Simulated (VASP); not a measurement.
Ge:

```
Ge
1.0
     2.17780    0.00000    0.00000
     0.00000    3.04987    0.00000
     0.00000    0.00000    3.11792
Ge
1
Direct
  0.50000 0.00000 0.50000
```

The cell was generated, and may not be a known phase.

```yaml
Program: VASP 6.6.1
Task: relaxation of cell and atoms
Functional: PBE
Potentials_or_basis: VASP PAW PBE potentials, release 64 (Ge_d)
Cutoff: 600 eV
k_mesh: 8 × 6 × 6
Occupations: gaussian, width 0.1 eV
Spin: no spin polarisation
```

At the start: pressure 16.9 GPa; volume 20.71 Å³/atom.

Problem. How do energy, volume and symmetry change on relaxing?

Solution. Over 17 steps the energy falls by 903.0 meV/atom and the volume is 20.00 Å³/atom (-3.4 %); space group P4/mmm (No. 123, to 0.1 Å) before, Pm-3m (No. 221, to 0.1 Å).

The path:
| step | energy change (eV) | largest force (eV/Å) | pressure (GPa) | volume (Å³) |
| --- | --- | --- | --- | --- |
| 1 | 0.0000 | 0.0000 | 16.85 | 20.71 |
| 2 | -0.6091 | 0.0000 | -9.71 | 26.48 |
| 3 | -0.7792 | 0.0000 | -6.97 | 24.02 |
| 4 | -0.7803 | 0.0000 | -6.58 | 23.90 |
| 5 | -0.7803 | 0.0000 | -6.29 | 23.83 |
| 6 | -0.8847 | 0.0000 | -3.30 | 21.28 |
| 7 | -0.8988 | 0.0000 | 1.26 | 19.61 |
| 8 | -0.9008 | 0.0000 | -0.27 | 20.09 |
| 9 | -0.9009 | 0.0000 | -0.09 | 20.01 |
| 10 | -0.9009 | 0.0000 | 0.18 | 19.94 |
| 11 | -0.9028 | 0.0000 | 0.34 | 19.90 |
| 12 | -0.9029 | 0.0000 | 0.24 | 19.89 |
| 13 | -0.9028 | 0.0000 | 0.38 | 19.87 |
| 14 | -0.9029 | 0.0000 | 0.26 | 19.88 |
| 15 | -0.9029 | 0.0000 | 0.29 | 19.88 |
| 16 | -0.9029 | 0.0000 | 0.31 | 19.88 |
| 17 | -0.9030 | 0.0000 | -0.05 | 20.00 |

Final structure:
```
Ge
1.0
     2.64931    0.00000    0.00000
     0.00000    2.74682    0.00000
     0.00000    0.00000    2.74854
Ge
1
Cartesian
  1.3247 0.0000 1.3743
```

Caveat: the k points lie up to 0.38 Å⁻¹ apart in the final cell, too coarse for converged energies and pressures of a metal; a cell axis changed by over 15 % at a fixed basis, so the end point is rough.
